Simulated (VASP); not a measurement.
# GaN (P6_3mc) in VASP: further runs, part 2 of 2

VASP 6.6.1.

## Step 3: Relaxation of cell and atoms, LDA, target pressure 10 GPa, at which the enthalpy is minimised

Contents of INCAR:

```
SYSTEM = GaN
PREC = Accurate
ENCUT = 600
EDIFF = 1E-7
ISMEAR = 0
SIGMA = 0.01
LREAL = .FALSE.
LASPH = .TRUE.
NELM = 100
ALGO = Normal
ISIF = 3
LWAVE = .FALSE.
LCHARG = .FALSE.
GGA = CA
IBRION = 2
NSW = 100
EDIFFG = -0.002
PSTRESS = 100.0
```

Contents of KPOINTS:

```
Automatic mesh
0
G
  8 8 4
  0 0 0
```

Contents of POSCAR:

```
GaN
1.0
    3.1518156805      0.0000000000      0.0000000000
   -1.5759078402      2.7295524473      0.0000000000
    0.0000000000      0.0000000000      5.1383988121
Ga N
2 2
Direct
    0.3333333333      0.6666666667     -0.0007048346
    0.6666666667      0.3333333333      0.4992951654
    0.3333333333      0.6666666667      0.3757048346
    0.6666666667      0.3333333333      0.8757048346
```

Potentials or basis: VASP PAW LDA potentials, release 64 (Ga_d, N).

Run with:

```sh
$ cat potpaw_LDA.64/Ga_d/POTCAR potpaw_LDA.64/N/POTCAR > POTCAR
$ mpirun -np 1 vasp_std > vasp.out
```

OUTCAR:

```text
SYSTEM = GaN
   PREC = Accurate
   ENCUT = 600
   EDIFF = 1E-7
   ISMEAR = 0
   LREAL = .FALSE.
   LASPH = .TRUE.
   NELM = 100
   ISIF = 3
   GGA = CA
   IBRION = 2
   NSW = 100
   EDIFFG = -0.002
   PSTRESS = 100.0

 ion  position               nearest neighbor table
   1  0.333  0.667  0.999-   4 1.93   4 1.93   4 1.93   3 1.93
   2  0.667  0.333  0.499-   3 1.93   3 1.93   3 1.93   4 1.93
   3  0.333  0.667  0.376-   2 1.93   2 1.93   2 1.93   1 1.93
   4  0.667  0.333  0.876-   1 1.93   1 1.93   1 1.93   2 1.93

  LATTYP: Found a hexagonal cell.
 ALAT       =     3.1518156805
 C/A-ratio  =     1.6302980037

  Lattice vectors:

 A1 = (   3.1518156805,   0.0000000000,   0.0000000000)
[... 463 lines left out ...]
--------------------------------------- Ionic step        8  -------------------------------------------

 number of electron      36.0000004 magnetization

 Free energy of the ion-electron system (eV)
  ---------------------------------------------------
  ext. energy  EPLUGINS =         0.00000000
  ---------------------------------------------------
  free energy    TOTEN  =       -27.85231329 eV

  energy without entropy =      -27.85231329  energy(sigma->0) =      -27.85231329

 E-fermi :   5.9676     XC(G=0): -12.5163

 val. band max:        5.9093011326   @ k =   0.0000   0.0000   0.0000
 cond. band min:       8.3226727722   @ k =   0.0000   0.0000   0.0000
 fundamental gap:      2.4133716396
 Fermi energy:         5.9675578173

 k-point     1 :       0.0000    0.0000    0.0000
  band No.  band energies     occupation
      1     -10.6040      2.00000
      2      -9.4833      2.00000
      3      -7.7342      2.00000
      4      -7.7147      2.00000
      5      -7.7147      2.00000
      6      -7.6388      2.00000
[... 589 lines left out ...]
     21      14.0621      0.00000
     22      14.0621      0.00000

 [... further k-points ...]
[... 5 lines left out ...]
  --------------------------------------------------------------------------------------
  -------------------------------------------------------------------------------------
  Total        2.6469543      2.6469543      2.6554266      0.0000000      0.0000000      0.0000000
  in kB       99.8481913     99.8481913    100.1677839      0.0000000      0.0000000      0.0000000
  external PRESSURE =      -0.0452778 kB  Pullay stress =     100.0000000 kB
[... 23 lines left out ...]
  energy  without entropy=      -27.8523132889  energy(sigma->0) =      -27.85231329

  enthalpy is  TOTEN    =       -25.2013345825 eV   P V=        2.6509787064

 reached required accuracy - stopping structural energy minimisation
```

OSZICAR:

```text
N       E                     dE             d eps       ncg     rms          rms(c)
DAV:   1     0.290685166640E+03    0.29069E+03   -0.20084E+04  1372   0.333E+03
[... 68 lines left out ...]
DAV:   2    -0.278524172960E+02    0.69792E-07   -0.22710E-07   748   0.995E-03
   7 F= -.25201332E+02 E0= -.25201332E+02  d E =-.856070E-05
       N       E                     dE             d eps       ncg     rms          rms(c)
DAV:   1    -0.278523193346E+02    0.98031E-04   -0.44472E-04  1526   0.186E-01    0.159E-02
DAV:   2    -0.278523154821E+02    0.38526E-05   -0.18477E-05  1634   0.717E-02    0.907E-03
DAV:   3    -0.278523132348E+02    0.22473E-05   -0.43414E-06  1996   0.280E-02    0.132E-03
DAV:   4    -0.278523132889E+02   -0.54150E-07   -0.93615E-07  1408   0.978E-03
   8 F= -.25201335E+02 E0= -.25201335E+02  d E =-.285054E-05
```

Run time: 2.3 min. Hardware: 1 thread of Intel Xeon Platinum 8488C (Sapphire Rapids), shared host; peak memory 0.17 GiB.

What came out:

* Free energy: -27.8523 eV
* Relaxed volume: 10.62 Å³/atom
* Relaxed cell: a = 3.110 Å, b = 3.110 Å, c = 5.071 Å, α = 90.00°, β = 90.00°, γ = 120.00°
* Space group after relaxing (to 0.1 Å): P6_3mc (No. 186)
* Energy change on relaxing (the run minimises the enthalpy): +14.4 meV/atom
* Ionic steps: 8
* Pressure after relaxing: 10.0 GPa
* Band gap on the k mesh: 2.41 eV

Step by step:
| step | energy change (eV) | largest force (eV/Å) | pressure (GPa) | volume (Å³) |
| --- | --- | --- | --- | --- |
| 1 | 0.0000 | 0.0016 | 1.00 | 44.21 |
| 2 | 0.2782 | 0.0217 | 23.91 | 40.35 |
| 3 | 0.0566 | 0.0097 | 9.90 | 42.49 |
| 4 | 0.0587 | 0.0099 | 10.08 | 42.46 |
| 5 | 0.0568 | 0.0033 | 9.83 | 42.49 |
| 6 | 0.0576 | 0.0023 | 9.99 | 42.47 |
| 7 | 0.0576 | 0.0015 | 9.98 | 42.48 |
| 8 | 0.0577 | 0.0004 | 10.00 | 42.47 |

Final structure:
```cif
data_structure
_symmetry_space_group_name_H-M 'P 1'
_symmetry_Int_Tables_number 1
_cell_length_a 3.1100
_cell_length_b 3.1100
_cell_length_c 5.0707
_cell_angle_alpha 90.000
_cell_angle_beta 90.000
_cell_angle_gamma 120.000
_cell_volume 42.47
loop_
_atom_site_label
_atom_site_type_symbol
_atom_site_fract_x
_atom_site_fract_y
_atom_site_fract_z
_atom_site_occupancy
Ga1 Ga 0.33333 0.66667 0.99938 1
Ga2 Ga 0.66667 0.33333 0.49938 1
N1 N 0.33333 0.66667 0.37562 1
N2 N 0.66667 0.33333 0.87562 1
```

Levels at points of the mesh, in eV from the valence-band top:
| k point | band 15 | band 16 | band 17 | band 18 | band 19 | band 20 | band 21 | band 22 |
| --- | --- | --- | --- | --- | --- | --- | --- | --- |
| (0.00, 0.00, 0.00) | -1.14 | -0.06 | 0.00 | 0.00 | 2.41 | 4.65 | 9.44 | 10.13 |
| (0.50, 0.00, 0.00) | -4.60 | -3.03 | -2.47 | -1.10 | 5.11 | 5.84 | 6.16 | 9.05 |
| (0.00, 0.00, 0.50) | -0.58 | -0.58 | -0.58 | -0.58 | 4.66 | 4.66 | 8.68 | 8.68 |
| (0.50, 0.00, 0.50) | -2.15 | -2.15 | -2.08 | -2.08 | 4.50 | 4.50 | 8.06 | 8.06 |

Caveat: the cell is relaxed towards a set pressure, so the run minimises the enthalpy, not the energy.

## Step 4: Relaxation of cell and atoms, LDA, target pressure 15 GPa, at which the enthalpy is minimised

Contents of INCAR:

```
PREC = Accurate
ENCUT = 600
EDIFF = 1E-7
ISMEAR = 0
SIGMA = 0.01
LREAL = False
LASPH = True
NELM = 60
ALGO = Normal
ISIF = 3
LWAVE = False
LCHARG = False
GGA = CA
IBRION = 2
NSW = 100
EDIFFG = -0.002
PSTRESS = 150.0
```

Contents of KPOINTS:

```
regular mesh
0
Gamma
  8 8 4
```

POSCAR is that of step 3.

Run with:

```sh
$ cat potpaw_LDA.64/Ga_d/POTCAR potpaw_LDA.64/N/POTCAR > POTCAR
$ mpirun -np 1 vasp_std > vasp.out
```

It took 3.2 min on 1 thread of Intel Xeon Platinum 8488C (Sapphire Rapids), shared host; peak memory 0.18 GiB.

Results (log left out):

| Property | Result |
| --- | --- |
| Free energy | -27.7876 eV |
| Relaxed volume | 10.41 Å³/atom |
| Relaxed cell | a = 3.089 Å, b = 3.089 Å, c = 5.039 Å, α = 90.00°, β = 90.00°, γ = 120.00° |
| Space group after relaxing (to 0.1 Å) | P6_3mc (No. 186) |
| Energy change on relaxing (the run minimises the enthalpy) | +30.6 meV/atom |
| Ionic steps | 15 |
| Pressure after relaxing | 15.0 GPa |
| Band gap on the k mesh | 2.54 eV |

Step by step:
```csv
step,energy change (eV),largest force (eV/Å),pressure (GPa),volume (Å³)
1,0.0000,0.0016,1.00,44.21
2,0.6883,0.0386,41.18,38.31
3,0.1171,0.0148,14.65,41.70
4,0.1217,0.0151,14.98,41.65
5,0.1265,0.0154,15.30,41.60
6,0.1167,0.0064,14.59,41.70
7,0.1218,0.0051,14.99,41.65
8,0.1217,0.0043,14.94,41.65
9,0.1236,0.0040,15.14,41.63
10,0.1228,0.0045,15.02,41.64
11,0.1229,0.0037,15.08,41.64
12,0.1229,0.0046,15.03,41.64
13,0.1229,0.0040,15.04,41.64
14,0.1226,0.0021,15.03,41.64
15,0.1224,0.0008,14.99,41.64
```

Final structure:
```yaml
crystal:
  lattice:
    - [3.08914, 0.00000, 0.00000]
    - [-1.54457, 2.67527, 0.00000]
    - [0.00000, 0.00000, 5.03866]
  atoms:
    - { symbol: Ga, position: [0.33333, 0.66667, 0.99945] }
    - { symbol: Ga, position: [0.66667, 0.33333, 0.49945] }
    - { symbol: N, position: [0.33333, 0.66667, 0.37555] }
    - { symbol: N, position: [0.66667, 0.33333, 0.87555] }
```

Levels at points of the mesh, in eV from the valence-band top:
| k point | band 14 | band 15 | band 16 | band 17 | band 18 | band 19 | band 20 | band 21 | band 22 |
| --- | --- | --- | --- | --- | --- | --- | --- | --- | --- |
| (0.00, 0.00, 0.00) | -1.16 | -1.16 | -0.07 | 0.00 | 0.00 | 2.54 | 4.79 | 9.55 | 10.25 |
| (0.50, 0.00, 0.00) | -5.69 | -4.70 | -3.11 | -2.54 | -1.13 | 5.17 | 5.89 | 6.27 | 9.22 |
| (0.00, 0.00, 0.50) | -4.04 | -0.60 | -0.60 | -0.60 | -0.60 | 4.79 | 4.79 | 8.78 | 8.78 |
| (0.50, 0.00, 0.50) | -7.20 | -2.20 | -2.20 | -2.13 | -2.13 | 4.56 | 4.56 | 8.18 | 8.18 |

Caveat: the cell is relaxed towards a set pressure, so the run minimises the enthalpy, not the energy. LDA usually gives volumes a few per cent too small.

## Step 5: Single point, LDA

Contents of INCAR:

```
ALGO = Normal ; EDIFF = 1E-7
ENCUT = 520 ; ISIF = 2
ISMEAR = -1 ; LASPH = True
LCHARG = False ; LREAL = False
LWAVE = False ; NBANDS = 26
NELM = 60 ; PREC = Accurate
SIGMA = 0.1
```

Contents of KPOINTS:

```
k-points
0
Gamma
  16 16 8
```

POSCAR is that of step 4.

Run with:

```sh
$ cat potpaw_LDA.64/Ga_d/POTCAR potpaw_LDA.64/N/POTCAR > POTCAR
$ mpirun -np 1 vasp_std > vasp.out
```

It took 73 s on 1 thread of Intel Xeon 6975P-C (Granite Rapids), shared host; peak memory 0.24 GiB.

The run converged. Its results:

```
Free energy            : -27.9099 eV
Pressure               : 1.1 GPa
Band gap on the k mesh : 2.15 eV
```

Levels at points of the mesh, in eV from the valence-band top:
| k point | band 14 | band 15 | band 16 | band 17 | band 18 | band 19 | band 20 | band 21 | band 22 | band 23 |
| --- | --- | --- | --- | --- | --- | --- | --- | --- | --- | --- |
| (0.00, 0.00, 0.00) | -1.08 | -1.08 | -0.05 | 0.00 | 0.00 | 2.15 | 4.38 | 9.22 | 9.90 | 9.90 |
| (0.50, 0.00, 0.00) | -5.46 | -4.41 | -2.88 | -2.34 | -1.05 | 5.00 | 5.66 | 5.99 | 8.72 | 10.40 |
| (0.00, 0.00, 0.50) | -3.92 | -0.56 | -0.56 | -0.56 | -0.56 | 4.41 | 4.41 | 8.47 | 8.47 | 10.43 |
| (0.50, 0.00, 0.50) | -6.86 | -2.04 | -2.04 | -1.99 | -1.99 | 4.39 | 4.39 | 7.81 | 7.81 | 10.00 |

A k mesh can miss the band edges.

## Step 6: Relaxation of cell and atoms, LDA

This run uses another cell than the first one, of 11.31 Å³/atom.

Contents of INCAR:

```
SYSTEM = GaN
PREC = Accurate
ENCUT = 600
EDIFF = 1E-7
ISMEAR = -1
SIGMA = 0.1
LREAL = .FALSE.
LASPH = .TRUE.
NELM = 60
ALGO = Normal
ISIF = 3
LWAVE = .FALSE.
LCHARG = .FALSE.
IBRION = 2
NSW = 100
EDIFFG = -0.002
```

Contents of KPOINTS:

```
regular mesh
0
G
  16 16 8
  0 0 0
```

Contents of POSCAR:

```
GaN
1.0
    3.1800000000      0.0000000000      0.0000000000
   -1.5900000000      2.7539607840      0.0000000000
    0.0000000000      0.0000000000      5.1660000000
Ga N
2 2
Direct
    0.3333333333      0.6666666667      0.0000000000
    0.6666666667      0.3333333333      0.5000000000
    0.3333333333      0.6666666667      0.3750000000
    0.6666666667      0.3333333333      0.8750000000
```

Potentials or basis: VASP PAW LDA potentials, release 64 (Ga_d, N).

Run with:

```sh
$ cat potpaw_LDA.64/Ga_d/POTCAR potpaw_LDA.64/N/POTCAR > POTCAR
$ mpirun -np 1 vasp_std > vasp.out
```

Wall time 6.9 min (1 thread of Intel Xeon 6975P-C (Granite Rapids), shared host); peak memory 0.28 GiB.

The run converged. Its results:

```yaml
Free_energy: -27.9124 eV
Relaxed_volume: 11.11 Å³/atom
Relaxed_cell: a = 3.157 Å, b = 3.157 Å, c = 5.147 Å, α = 90.00°, β = 90.00°, γ = 120.00°
Space_group_after_relaxing_to_0.1_Å: P6_3mc (No. 186)
Energy_gained_by_relaxing: 2.7 meV/atom
Ionic_steps: 10
Pressure_after_relaxing: 0.0 GPa
Band_gap_on_the_k_mesh: 2.11 eV
```

Step by step:
| step | energy change (eV) | largest force (eV/Å) | pressure (GPa) | volume (Å³) |
| --- | --- | --- | --- | --- |
| 1 | 0.0000 | 0.1278 | -3.54 | 45.24 |
| 2 | -0.0001 | 0.1155 | 3.79 | 43.63 |
| 3 | -0.0108 | 0.0109 | -0.01 | 44.42 |
| 4 | -0.0108 | 0.0083 | 0.08 | 44.40 |
| 5 | -0.0109 | 0.0002 | -0.15 | 44.44 |
| 6 | -0.0109 | 0.0027 | 0.01 | 44.43 |
| 7 | -0.0109 | 0.0017 | -0.06 | 44.43 |
| 8 | -0.0109 | 0.0028 | -0.01 | 44.43 |
| 9 | -0.0109 | 0.0020 | -0.02 | 44.43 |
| 10 | -0.0109 | 0.0010 | 0.01 | 44.43 |

Final structure:
```
Ga N
1.0
     3.15694    0.00000    0.00000
    -1.57847    2.73399    0.00000
     0.00000    0.00000    5.14719
Ga N
2 2
Direct
  0.33333 0.66667 0.99931
  0.66667 0.33333 0.49931
  0.33333 0.66667 0.37569
  0.66667 0.33333 0.87569
```

Levels at points of the mesh, in eV from the valence-band top:
```
           k point  band 14  band 15  band 16  band 17  band 18  band 19  band 20  band 21  band 22
(0.00, 0.00, 0.00)    -1.08    -1.08    -0.05     0.00     0.00     2.11     4.35     9.19     9.87
(0.50, 0.00, 0.00)    -5.44    -4.38    -2.87    -2.33    -1.04     4.99     5.64     5.98     8.68
(0.00, 0.00, 0.50)    -3.91    -0.55    -0.55    -0.55    -0.55     4.37     4.37     8.44     8.44
(0.50, 0.00, 0.50)    -6.83    -2.03    -2.03    -1.98    -1.98     4.37     4.37     7.78     7.78
```

A k mesh can miss the band edges. Zero-point motion and thermal expansion aren't in these numbers.

## Step 7: Summary

```tsv
task	cell	k mesh	cutoff (eV)	smearing	gap on the mesh (eV)	pressure (GPa)
relaxation of cell and atoms	relaxed to 7 GPa from a = 3.152, b = 3.152, c = 5.138 Å, angles 90.0, 90.0, 120.0°, 4 atoms	8 × 8 × 4	600	gaussian 0.01 eV	2.33	7.0
relaxation of cell and atoms	relaxed to 10 GPa from a = 3.152, b = 3.152, c = 5.138 Å, angles 90.0, 90.0, 120.0°, 4 atoms	8 × 8 × 4	600	gaussian 0.01 eV	2.41	10.0
relaxation of cell and atoms	relaxed to 15 GPa from a = 3.152, b = 3.152, c = 5.138 Å, angles 90.0, 90.0, 120.0°, 4 atoms	8 × 8 × 4	600	gaussian 0.01 eV	2.54	15.0
single point	a = 3.152, b = 3.152, c = 5.138 Å, angles 90.0, 90.0, 120.0°, 4 atoms	16 × 16 × 8	520	fermi-dirac 0.1 eV	2.15	1.1
relaxation of cell and atoms	relaxed from a = 3.180, b = 3.180, c = 5.166 Å, angles 90.0, 90.0, 120.0°, 4 atoms	16 × 16 × 8	600	fermi-dirac 0.1 eV	2.11	0.0
```

Alike in all rows: level LDA; potentials or basis VASP PAW LDA potentials, release 64 (Ga_d, N); no spin polarisation.

Caveats: the cell is relaxed towards a set pressure, so the run minimises the enthalpy, not the energy (at least some runs).

Total energies depend on the potentials used, so only differences within one code and one set of settings carry meaning.
